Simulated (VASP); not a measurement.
# Br (Im-3m) in VASP: a series of runs, part 2 of 2

VASP 6.6.1. The steps go on from the part before.

### 3 Single point, r2SCAN

This run uses another cell than the first one, of 21.97 Å³/atom, 1.107 times its volume.

Contents of POSCAR:

```
Br
1.0
    1.7642721522      1.7642721522      1.7642721522
   -1.7642721522      1.7642721522      1.7642721522
   -1.7642721522     -1.7642721522      1.7642721522
Br
1
Direct
    0.0000000000      0.0000000000      0.0000000000
```

Contents of INCAR.step1:

```
SYSTEM = Br
  PREC = Accurate
  ENCUT = 520
  ISMEAR = -1
  SIGMA = 0.02
  LREAL = .False.
  LASPH = .True.
  NELM = 60
  NBANDS = 10
  GGA = PE
  ALGO = Normal
  EDIFF = 1E-4
  LWAVE = .True.
  LCHARG = .False.
```

Contents of INCAR.step2:

```
SYSTEM = Br
  PREC = Accurate
  ENCUT = 520
  EDIFF = 1E-6
  ISMEAR = -1
  SIGMA = 0.02
  LREAL = .False.
  LASPH = .True.
  NELM = 60
  ALGO = Normal
  ISIF = 2
  LWAVE = .False.
  LCHARG = .True.
  METAGGA = R2SCAN
  LMIXTAU = .True.
  LELF = .True.
  LVHAR = .True.
  NBANDS = 10
  ISTART = 1
```

Contents of KPOINTS:

```
Automatic mesh
0
Gamma
  8 8 8
  0 0 0
```

Potentials or basis: VASP PAW PBE potentials, release 64 (Br).

The run is started by

```sh
cat potpaw_PBE.64/Br/POTCAR > POTCAR
cp INCAR.step1 INCAR
mpirun -np 1 vasp_std > vasp.out
cp INCAR.step2 INCAR
mpirun -np 1 vasp_std > vasp.out
```

OUTCAR:

```text
SYSTEM = Br
   PREC = Accurate
   ENCUT = 520
   EDIFF = 1E-6
   ISMEAR = -1
   LREAL = .False.
   LASPH = .True.
   NELM = 60
   ISIF = 2
   METAGGA = R2SCAN
   ISTART = 1

 ion  position               nearest neighbor table
   1  0.000  0.000  0.000-

  LATTYP: Found a body centered cubic cell.
 ALAT       =     3.5285443044

  Lattice vectors:

 A1 = (   1.7642721522,  -1.7642721522,  -1.7642721522)
 A2 = (   1.7642721522,   1.7642721522,   1.7642721522)
 A3 = (  -1.7642721522,  -1.7642721522,   1.7642721522)

Analysis of symmetry for initial positions (statically):
=====================================================================
 Subroutine PRICEL returns:
 Original cell was already a primitive cell.

 Routine SETGRP: Setting up the symmetry group for a
 body centered cubic supercell.

 Subroutine GETGRP returns: Found 48 space group operations
 (whereof 48 operations were pure point group operations)
 out of a pool of 48 trial point group operations.

The static configuration has the point symmetry O_h .

Analysis of symmetry for dynamics (positions and initial velocities):
=====================================================================
 Subroutine PRICEL returns:
 Original cell was already a primitive cell.

 Routine SETGRP: Setting up the symmetry group for a
 body centered cubic supercell.

 Subroutine GETGRP returns: Found 48 space group operations
 (whereof 48 operations were pure point group operations)
 out of a pool of 48 trial point group operations.

The dynamic configuration has the point symmetry O_h .

 Subroutine INISYM returns: Found 48 space group operations
 (whereof 48 operations are pure point group operations),
 and found     1 'primitive' translations

----------------------------------------------------------------------------------------

                                     Primitive cell

  volume of cell :      21.9663

  direct lattice vectors                    reciprocal lattice vectors
     1.764272152  1.764272152  1.764272152     0.283402988  0.000000000  0.283402988
    -1.764272152  1.764272152  1.764272152    -0.283402988  0.283402988  0.000000000
    -1.764272152 -1.764272152  1.764272152     0.000000000 -0.283402988  0.283402988

  length of vectors
     3.055809006  3.055809006  3.055809006     0.400792350  0.400792350  0.400792350

  position of ions in fractional coordinates (direct lattice)
     0.000000000  0.000000000  0.000000000

  ion indices of the primitive-cell ions
   primitive index   ion index
                 1           1

----------------------------------------------------------------------------------------

 KPOINTS: Automatic mesh

Automatic generation of k-mesh.
 Grid dimensions read from file:
 generate k-points for:    8    8    8

 Generating k-lattice:

  Cartesian coordinates                     Fractional coordinates (reciprocal lattice)
     0.035425374  0.000000000  0.035425374     0.125000000  0.000000000  0.000000000
    -0.035425374  0.035425374  0.000000000     0.000000000  0.125000000  0.000000000
     0.000000000 -0.035425374  0.035425374     0.000000000  0.000000000  0.125000000

  Length of vectors
     0.050099044  0.050099044  0.050099044

  Shift w.r.t. Gamma in fractional coordinates (k-lattice)
     0.000000000  0.000000000  0.000000000

 Subroutine IBZKPT returns following result:
 ===========================================

 Found     29 irreducible k-points:

 Following reciprocal coordinates:
            Coordinates               Weight
  0.000000  0.000000  0.000000      1.000000
  0.125000  0.000000  0.000000     12.000000
  0.250000  0.000000  0.000000     12.000000
  0.375000  0.000000  0.000000     12.000000
  0.500000  0.000000  0.000000      6.000000
  0.250000  0.125000  0.000000     24.000000
[... 16 lines left out ...]
  0.375000  0.250000  0.250000     24.000000
  0.500000  0.250000  0.250000     12.000000
 [... further k-points ...]
   k-points           NKPTS =     29   k-points in BZ     NKDIM =     29   number of bands    NBANDS=     10
   number of dos      NEDOS =    301   number of ions     NIONS =      1
   total plane-waves  NPLWV =  13824
   dimension x,y,z NGX =    24 NGY =   24 NGZ =   24
   dimension x,y,z NGXF=    48 NGYF=   48 NGZF=   48
   ions per type =               1
   NGX,Y,Z   is equivalent  to a cutoff of  13.06, 13.06, 13.06 a.u.
   NGXF,Y,Z  is equivalent  to a cutoff of  26.11, 26.11, 26.11 a.u.
 SYSTEM =  Br
   PREC   = accura    normal or accurate (medium, high low for compatibility)
   ISTART =      1    job   : 0-new  1-cont  2-samecut
   ICHARG =      0    charge: 1-file 2-atom 10-const
   ISPIN  =      1    spin polarized calculation?
   LNONCOLLINEAR =      F non collinear calculations
   LSORBIT =      F    spin-orbit coupling
   LASPH  =      T    aspherical Exc in radial PAW
   ENCUT  =  520.0 eV  38.22 Ry    6.18 a.u.   5.68  5.68  5.68*2*pi/ulx,y,z
   NELM   =     60;   NELMIN=  2; NELMDL=  0     # of ELM steps
   EDIFF  = 0.1E-05   stopping-criterion for ELM
   LREAL  =      F    real-space projection
   EDIFFG = 0.1E-04   stopping-criterion for IOM
   NSW    =      0    number of steps for IOM
   IBRION =     -1    ionic relax: 0-MD 1-quasi-New 2-CG
   NFREE  =      0    steps in history (QN), initial steepest desc. (CG)
   ISIF   =      2    stress and relaxation
   ISYM   =      2    0-nonsym 1-usesym 2-fastsym
   POTIM  = 0.5000    time-step for ionic-motion
   TEBEG  =    0.0;   TEEND  =   0.0 temperature during run
   PSTRESS=    0.0 pullay stress
   NELECT =       7.0000    total number of electrons
   NUPDOWN=      -1.0000    fix difference up-down
   EMIN   =  10.00;   EMAX   =-10.00  energy-range for DOS
   EFERMI =   0.00;   METHOD = LEGACY
   ISMEAR =    -1;   SIGMA  =   0.02  broadening in eV -4-tet -1-fermi 0-gaus
   EFERMI_NEDOS =   21; number of points for ismear=-14 and -15
   IALGO  =     38    algorithm
   IMIX   =      4    mixing-type and parameters
     AMIX     =   0.40;   BMIX     =  1.00
     AMIX_MAG =   1.60;   BMIX_MAG =  1.00
  volume/ion in A,a.u.               =      21.97       148.24
  Fermi-wavevector in a.u.,A,eV,Ry     =   1.118206  2.113104 17.012525  1.250385
  Thomas-Fermi vector in A             =   2.254835
   LORBIT       =      0    0 simple, 1 ext, 2 COOP (PROOUT), +10 PAW based schemes
   METAGGA = R2SCAN    functional components
   LHFCALC =     F    Hartree Fock is set to
   AEXX    =    0.0000 exact exchange contribution
   IVDW    =     0    specifies the selected vdW correction
   LEPSILON=     F    determine dielectric tensor
   LRPA    =     F    only Hartree local field effects (RPA)
 non-spin polarized calculation
  energy-cutoff  :      520.00
  volume of cell :       21.97
 maximum number of plane-waves:       610
   NGX = 11   NGY = 11   NGZ = 11

 number of electron       7.0000002 magnetization

 Free energy of the ion-electron system (eV)
  ---------------------------------------------------
  ext. energy  EPLUGINS =         0.00000000
  ---------------------------------------------------
  free energy    TOTEN  =       -12.47249842 eV

  energy without entropy =      -12.47035243  energy(sigma->0) =      -12.47142542

 E-fermi :   3.4156     XC(G=0): -10.6760

 val. band max:        3.3642292114   @ k =  -0.3750   0.2500   0.0000
 cond. band min:       3.4355211206   @ k =   0.2500   0.1250   0.1250
 fundamental gap:      0.0712919092
 Fermi energy:         3.4155766133

 k-point     1 :       0.0000    0.0000    0.0000
  band No.  band energies     occupation
      1     -13.8643      2.00000
      2       4.5645      0.00000
      3       4.5645      0.00000
      4       4.5645      0.00000
      5      13.7398      0.00000
      6      16.9132      0.00000
      7      16.9132      0.00000
      8      16.9132      0.00000
      9      20.0461      0.00000
     10      20.0461      0.00000
[... 287 lines left out ...]
 k-point    24 :       0.5000    0.2500    0.2500
  band No.  band energies     occupation
      1     -10.8893      2.00000
      2      -1.6051      2.00000
      3       0.9575      2.00000
      4       1.7346      2.00000
      5      11.8898      0.00000
      6      13.8527      0.00000
      7      17.6359      0.00000
      8      18.5496      0.00000
      9      27.2321      0.00000
     10      27.8987      0.00000

 [... further k-points ...]

------------------------ aborting loop because EDIFF is reached ----------------------------------------

  FORCE on cell =-STRESS in cart. coord.  units (eV):
  Direction    XX          YY          ZZ          XY          YZ          ZX
  --------------------------------------------------------------------------------------
  -------------------------------------------------------------------------------------
  Total        1.3508635      1.3508635      1.3508635      0.0000000     -0.0000000      0.0000000
  in kB       98.5292801     98.5292801     98.5292801      0.0000000     -0.0000000      0.0000000
  external PRESSURE =      98.5292801 kB  Pullay stress =       0.0000000 kB

 VOLUME and BASIS-vectors are now :
 -----------------------------------------------------------------------------
  energy-cutoff  :      520.00
  volume of cell :       21.97
      direct lattice vectors                 reciprocal lattice vectors
     1.764272152  1.764272152  1.764272152     0.283402988  0.000000000  0.283402988
    -1.764272152  1.764272152  1.764272152    -0.283402988  0.283402988  0.000000000
    -1.764272152 -1.764272152  1.764272152     0.000000000 -0.283402988  0.283402988

 POSITION                                       TOTAL-FORCE (eV/Angst)
 -----------------------------------------------------------------------------------
      0.00000      0.00000      0.00000         0.000000     -0.000000     -0.000000
 -----------------------------------------------------------------------------------
    total drift:                               -0.000000     -0.000000      0.000000

  FREE ENERGIE OF THE ION-ELECTRON SYSTEM (eV)
  ---------------------------------------------------
  free  energy   TOTEN  =       -12.4724984163 eV

  energy  without entropy=      -12.4703524283  energy(sigma->0) =      -12.47142542
```

Wall time 20 s (1 thread of Intel Xeon Platinum 8488C (Sapphire Rapids), shared host); peak memory 0.14 GiB.

Results:

* Free energy: -12.4725 eV
* Pressure: 9.9 GPa

Caveat: the PAW data sets were made with another functional, which shifts forces and pressure a little; an odd number of electrons without spin polarisation forces a metal; a magnetic or distorted state may lie lower.

### 4 Single point, r2SCAN

This run uses another cell than the first one, of 23.63 Å³/atom, 1.191 times its volume.

Contents of POSCAR:

```
Br
1.0
    1.8077067023      1.8077067023      1.8077067023
   -1.8077067023      1.8077067023      1.8077067023
   -1.8077067023     -1.8077067023      1.8077067023
Br
1
Direct
    0.0000000000      0.0000000000      0.0000000000
```

Contents of INCAR.step1:

```
ALGO     = Normal         # electronic algorithm
EDIFF    = 1E-4           # SCF threshold, eV
ENCUT    = 520            # plane-wave cutoff, eV
GGA      = PE             # functional
ISMEAR   = -1             # smearing method
LASPH    = T              # aspherical terms in the spheres
LCHARG   = F              # write CHGCAR
LREAL    = F              # projectors in reciprocal space
LWAVE    = T              # write WAVECAR
NBANDS   = 10             # bands
NELM     = 60             # most SCF steps
PREC     = Accurate       # precision mode
SIGMA    = 0.02           # smearing width, eV
```

Contents of INCAR.step2:

```
ALGO     = Normal         # electronic algorithm
EDIFF    = 1E-6           # SCF threshold, eV
ENCUT    = 520            # plane-wave cutoff, eV
ISIF     = 2              # what is computed and relaxed
ISMEAR   = -1             # smearing method
ISTART   = 1            
LASPH    = T              # aspherical terms in the spheres
LCHARG   = T              # write CHGCAR
LELF     = T              # ELF
LMIXTAU  = T            
LREAL    = F              # projectors in reciprocal space
LVHAR    = T            
LWAVE    = F              # write WAVECAR
METAGGA  = R2SCAN         # meta-GGA
NBANDS   = 10             # bands
NELM     = 60             # most SCF steps
PREC     = Accurate       # precision mode
SIGMA    = 0.02           # smearing width, eV
```

Contents of KPOINTS:

```
k-points
0
Gamma
  8 8 8
```

Potentials or basis: VASP PAW PBE potentials, release 64 (Br).

The run is started by

```sh
cat potpaw_PBE.64/Br/POTCAR > POTCAR
cp INCAR.step1 INCAR
mpirun -np 1 vasp_std > vasp.out
cp INCAR.step2 INCAR
mpirun -np 1 vasp_std > vasp.out
```

OUTCAR:

```text
EDIFF = 1E-6
   ENCUT = 520
   ISIF = 2
   ISMEAR = -1
   ISTART = 1
   LASPH = T
   LREAL = F
   METAGGA = R2SCAN
   NELM = 60
   PREC = Accurate

 ion  position               nearest neighbor table
   1  0.000  0.000  0.000-

  LATTYP: Found a body centered cubic cell.
 ALAT       =     3.6154134046

  Lattice vectors:

 A1 = (   1.8077067023,  -1.8077067023,  -1.8077067023)
 A2 = (   1.8077067023,   1.8077067023,   1.8077067023)
 A3 = (  -1.8077067023,  -1.8077067023,   1.8077067023)

Analysis of symmetry for initial positions (statically):
=====================================================================
 Subroutine PRICEL returns:
 Original cell was already a primitive cell.

 Routine SETGRP: Setting up the symmetry group for a
 body centered cubic supercell.

 Subroutine GETGRP returns: Found 48 space group operations
 (whereof 48 operations were pure point group operations)
 out of a pool of 48 trial point group operations.

The static configuration has the point symmetry O_h .

Analysis of symmetry for dynamics (positions and initial velocities):
[... 152 lines left out ...]
  free energy    TOTEN  =       -12.54746925 eV

  energy without entropy =      -12.54478919  energy(sigma->0) =      -12.54612922

 E-fermi :   2.5004     XC(G=0): -10.2974

 val. band max:        2.4644867343   @ k =  -0.3750   0.2500   0.0000
 cond. band min:       2.5126896047   @ k =   0.2500   0.1250   0.1250
 fundamental gap:      0.0482028705
 Fermi energy:         2.5003768801

 k-point     1 :       0.0000    0.0000    0.0000
  band No.  band energies     occupation
      1     -14.1775      2.00000
      2       3.4949      0.00000
      3       3.4950      0.00000
      4       3.4950      0.00000
      5      12.2158      0.00000
      6      16.0032      0.00000
      7      16.0032      0.00000
      8      16.0033      0.00000
      9      18.9561      0.00000
     10      18.9561      0.00000
[... 287 lines left out ...]
 k-point    24 :       0.5000    0.2500    0.2500
  band No.  band energies     occupation
      1     -11.6485      2.00000
      2      -1.9817      2.00000
      3       0.3130      2.00000
      4       0.9946      2.00000
      5      11.1634      0.00000
      6      12.9978      0.00000
      7      16.6041      0.00000
      8      17.3718      0.00000
      9      25.6629      0.00000
     10      26.0016      0.00000

 [... further k-points ...]
[... 5 lines left out ...]
  --------------------------------------------------------------------------------------
  -------------------------------------------------------------------------------------
  Total        0.7218057      0.7218057      0.7218057     -0.0000000      0.0000000      0.0000000
  in kB       48.9425927     48.9425927     48.9425927     -0.0000000      0.0000000      0.0000000
  external PRESSURE =      48.9425927 kB  Pullay stress =       0.0000000 kB

 VOLUME and BASIS-vectors are now :
 -----------------------------------------------------------------------------
  energy-cutoff  :      520.00
  volume of cell :       23.63
      direct lattice vectors                 reciprocal lattice vectors
     1.807706702  1.807706702  1.807706702     0.276593542  0.000000000  0.276593542
    -1.807706702  1.807706702  1.807706702    -0.276593542  0.276593542  0.000000000
    -1.807706702 -1.807706702  1.807706702     0.000000000 -0.276593542  0.276593542

 POSITION                                       TOTAL-FORCE (eV/Angst)
 -----------------------------------------------------------------------------------
      0.00000      0.00000      0.00000        -0.000000      0.000000     -0.000000
 -----------------------------------------------------------------------------------
    total drift:                               -0.000000     -0.000000      0.000000

  FREE ENERGIE OF THE ION-ELECTRON SYSTEM (eV)
  ---------------------------------------------------
  free  energy   TOTEN  =       -12.5474692469 eV

  energy  without entropy=      -12.5447891941  energy(sigma->0) =      -12.54612922
```

Run time: 29 s. Hardware: 1 thread of Intel Xeon Platinum 8488C (Sapphire Rapids), shared host; peak memory 0.14 GiB.

Results:

```yaml
Free_energy: -12.5475 eV
Pressure: 4.9 GPa
```

Caveat: the PAW data sets were made with another functional, which shifts forces and pressure a little; an odd number of electrons without spin polarisation forces a metal; a magnetic or distorted state may lie lower.

### 5 Single point, r2SCAN

This run uses another cell than the first one, of 26.40 Å³/atom, 1.331 times its volume.

Contents of POSCAR:

```
Br
1.0
    1.8758446414      1.8758446414      1.8758446414
   -1.8758446414      1.8758446414      1.8758446414
   -1.8758446414     -1.8758446414      1.8758446414
Br
1
Direct
    0.0000000000      0.0000000000      0.0000000000
```

Contents of INCAR.step1:

```
  ALGO = Normal
  EDIFF = 1E-4
  ENCUT = 520
  GGA = PE
  ISMEAR = -1
  LASPH = True
  LCHARG = False
  LREAL = False
  LWAVE = True
  NBANDS = 10
  NELM = 80
  PREC = Accurate
  SIGMA = 0.02
```

Contents of INCAR.step2:

```
  ALGO = Normal
  EDIFF = 1E-7
  ENCUT = 520
  ISIF = 2
  ISMEAR = -1
  ISTART = 1
  LASPH = True
  LCHARG = False
  LMIXTAU = True
  LREAL = False
  LWAVE = False
  METAGGA = R2SCAN
  NBANDS = 10
  NELM = 80
  PREC = Accurate
  SIGMA = 0.02
```

KPOINTS is that of step 4.

The run is started by

```sh
cat potpaw_PBE.64/Br/POTCAR > POTCAR
cp INCAR.step1 INCAR
mpirun -np 1 vasp_std > vasp.out
cp INCAR.step2 INCAR
mpirun -np 1 vasp_std > vasp.out
```

It took 23 s on 1 thread of Intel Xeon Platinum 8488C (Sapphire Rapids), shared host; peak memory 0.14 GiB.

Results (log left out):

```yaml
Free_energy: -12.5847 eV
Pressure: -0.1 GPa
```

Levels at points of the mesh, in eV from the Fermi level:
```csv
k point,band 1,band 2,band 3,band 4,band 5,band 6,band 7,band 8,band 9
"(0.00, 0.00, 0.00)",-15.89,0.79,0.79,0.79,8.94,13.49,13.49,13.49,16.18
"(0.50, 0.00, 0.00)",-14.39,-4.59,-0.78,0.53,8.35,10.39,17.35,17.46,18.39
"(0.50, 0.50, 0.50)",-13.43,-2.62,-2.62,-2.62,7.08,7.08,21.34,21.34,21.34
```

Caveat: the PAW data sets were made with another functional, which shifts forces and pressure a little; an odd number of electrons without spin polarisation forces a metal; a magnetic or distorted state may lie lower.

### 6 Summary

| cell | gap on the mesh (eV) | pressure (GPa) |
| --- | --- | --- |
| a = 2.954 Å, angles 70.5, 109.5, 70.5°, 1 atom | none | 19.9 |
| a = 3.056 Å, angles 70.5, 109.5, 70.5°, 1 atom | none | 9.9 |
| a = 3.131 Å, angles 70.5, 109.5, 70.5°, 1 atom | none | 4.9 |
| a = 3.249 Å, angles 70.5, 109.5, 70.5°, 1 atom | none | -0.1 |

Alike in all rows: task single point; level r2SCAN; potentials or basis VASP PAW PBE potentials, release 64 (Br); no spin polarisation; k mesh 8 × 8 × 8; cutoff (eV) 520; smearing fermi-dirac 0.02 eV.

Caveats: the PAW data sets were made with another functional, which shifts forces and pressure a little; an odd number of electrons without spin polarisation forces a metal; a magnetic or distorted state may lie lower.

Total energies depend on the potentials used, so only differences within one code and one set of settings carry meaning.
